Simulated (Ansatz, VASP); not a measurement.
CoO in VASP and in Ansatz

Contents of INCAR:

```
PREC     = Accurate       # precision mode
ENCUT    = 520            # plane-wave cutoff, eV
EDIFF    = 1E-6           # SCF threshold, eV
ISMEAR   = -1             # smearing method
SIGMA    = 0.05           # smearing width, eV
LREAL    = False          # projectors in reciprocal space
LASPH    = True           # aspherical terms in the spheres
NELM     = 150            # most SCF steps
ALGO     = Normal         # electronic algorithm
ISIF     = 2              # what is computed and relaxed
LWAVE    = False          # write WAVECAR
LCHARG   = False          # write CHGCAR
ISPIN    = 2              # spin polarisation
MAGMOM   = 2 2 0 0        # initial moments
LORBIT   = 11             # projections on sites
LMAXMIX  = 4              # l up to which the mixer works
NBANDS   = 27             # bands
```

File KPOINTS:

```
regular mesh
0
Gamma
  10 10 5
```

The input POSCAR:

```
CoO
1.0
    3.2397248551      0.0000000000      0.0000000000
   -1.6198624276      2.8056840258      0.0000000000
    0.0000000000      0.0000000000      5.2975164125
Co O
2 2
Direct
    0.3333333333      0.6666666667      0.5033624100
    0.0000000000      0.0000000000      0.0034741400
    0.3333333333      0.6666666667      0.8715556000
    0.0000000000      0.0000000000      0.3716088500
```

input.yaml

```yaml
crystal:
  lattice:
    - [3.2397248551, 0.0, 0.0]
    - [-1.6198624276, 2.8056840258, 0.0]
    - [0.0, 0.0, 5.2975164125]
  atoms:
    - { symbol: Co, position: [0.3333333333, 0.6666666667, 0.50336241], spin: 2.0 }
    - { symbol: Co, position: [0.0, 0.0, 0.00347414], spin: 2.0 }
    - { symbol: O, position: [0.3333333333, 0.6666666667, 0.8715556] }
    - { symbol: O, position: [0.0, 0.0, 0.37160885] }
hamiltonian:
  xc: lda
  pseudopotentials: { kind: paw }
magnetization:
  spin_polarized: true
kpoints:
  mp_grid: { grid: [10, 10, 5] }
scf:
  occupations: { method: fermi_dirac, width: 0.05 }
output:
  forces: true
  stress: true
  eigenvalues: true
  write_density: true
  write_potential: true
  elf: true
  volumetric_format: npy
```

Alike in both runs: task single point; functional LDA; k mesh 10 × 10 × 5; occupations fermi-dirac, width 0.05 eV; collinear spin.

```csv
,VASP,Ansatz
version,VASP 6.6.1,Ansatz 0.2.0
potentials or method,"VASP PAW LDA potentials, release 64 (Co, O)",Ansatz PAW
plane-wave cutoff (eV),520,420
valence electrons in the cell,30,46
```

```csv
,VASP,Ansatz,Ansatz less VASP
gap on the k mesh at the Fermi level (eV),none,none,-
pressure (GPa),-19.2,-21.3,-2.10
"traceless stress, the component that is largest in VASP (GPa)",1.61,1.13,-0.480
rms of the force components (eV/Å),0.119,0.034,-0.0850
net moment per atom (μB),1.41,0.00,-1.408
size of the moment on the site where the two differ most (μB),2.40,2.06,-0.343
```

The net moments are unlike, so the other rows may belong to different states. LDA's correlation is that of Perdew and Zunger in VASP and of Perdew and Wang (1992) in Ansatz. Site moments also hang on the region over which each program counts them. Atom by atom the forces differ by 0.153 eV/Å (rms over components). A gap of «none» marks a metal or a gap that the smearing closes. VASP's potentials hold 30 valence electrons a cell and Ansatz's 46, so a difference there can come from the potentials and not from the codes.
